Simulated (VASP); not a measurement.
Input of a VASP 6.6.1 run:

The input INCAR:

```
SYSTEM = BN
ALGO     = Normal         ! electronic algorithm
EDIFF    = 1E-7           ! SCF threshold, eV
EDIFFG   = -0.001         ! ionic threshold
ENCUT    = 600            ! plane-wave cutoff, eV
GGA      = PE             ! functional
GGA_COMPAT= .FALSE.      
IBRION   = 2              ! ionic algorithm
ISIF     = 3              ! what is computed and relaxed
ISMEAR   = 0              ! smearing method
LASPH    = .TRUE.         ! aspherical terms in the spheres
LCHARG   = .FALSE.        ! write CHGCAR
LREAL    = .FALSE.        ! projectors in reciprocal space
LWAVE    = .FALSE.        ! write WAVECAR
NELM     = 120            ! most SCF steps
NELMIN   = 4            
NSW      = 80             ! ionic steps
PREC     = Accurate       ! precision mode
PSTRESS  = 50.0         
SIGMA    = 0.01           ! smearing width, eV
```

KPOINTS

```
k-points
0
G
  12 12 6
  0 0 0
```

Contents of POSCAR:

```
BN
1.0
    2.5545414021      0.0000000000      0.0000000000
   -1.2772707011      2.2122977492      0.0000000000
    0.0000000000      0.0000000000      4.2245536550
B N
2 2
Direct
    0.6666666667      0.3333333333      0.9998056378
    0.3333333333      0.6666666667      0.4998056378
    0.6666666667      0.3333333333      0.6251943622
    0.3333333333      0.6666666667      0.1251943622
```

Potentials or basis: VASP PAW PBE potentials, release 64 (B, N).

The run is started by

```console
$ cat potpaw_PBE.64/B/POTCAR potpaw_PBE.64/N/POTCAR > POTCAR
$ mpirun -np 1 vasp_std > vasp.out
```

What does it give for the space group after relaxing (to 0.05 Å)?

P6_3mc (No. 186).

What does it give for the relaxed volume?

5.89 Å³/atom.

Final structure:
```yaml
crystal:
  lattice:
    - [2.54328, 0.00000, 0.00000]
    - [-1.27164, 2.20255, 0.00000]
    - [0.00000, 0.00000, 4.20604]
  atoms:
    - { symbol: B, position: [0.66667, 0.33333, 0.99975] }
    - { symbol: B, position: [0.33333, 0.66667, 0.49975] }
    - { symbol: N, position: [0.66667, 0.33333, 0.62525] }
    - { symbol: N, position: [0.33333, 0.66667, 0.12525] }
```

Caveat: the cell is relaxed towards a set pressure, so the enthalpy falls and the energy may rise.
